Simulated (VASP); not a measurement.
As, 2 atoms in the cell. Symmetry: Fmmm, No. 69, orthorhombic system. Conventional cell: a = 3.864 Å, b = 3.874 Å, c = 11.615 Å, α = 90.00°, β = 90.00°, γ = 90.00°. Within 3.4 Å of As (site symmetry mm2) lie 5 As at 2.60 to 2.74 Å. 

```yaml
Program: VASP 6.6.1
Task: single point
Functional: PBE
Potentials_or_basis: VASP PAW PBE potentials, release 64 (As)
Cutoff: 520 eV
k_mesh: 6 × 6 × 6
Occupations: gaussian, width 0.1 eV
Spin: no spin polarisation
Dipole_correction: no
Further_INCAR_settings: ALGO = Normal; EDIFF = 1e-06; NBANDS = 12
```

Potentials or basis: VASP PAW PBE potentials, release 64 (As).

Run with:

```bash
$ cat potpaw_PBE.64/As/POTCAR > POTCAR
$ mpirun -np 1 vasp_std > vasp.out
```

Hardware: 1 thread of Intel Xeon 8259CL, on a shared host.

Problem. Estimate the wall time of this run.

Solution. It took 28 s on 1 thread of Intel Xeon 8259CL, with other jobs on the host, peak memory 0.2 GiB. Counts: scf iterations 11, k points 46.
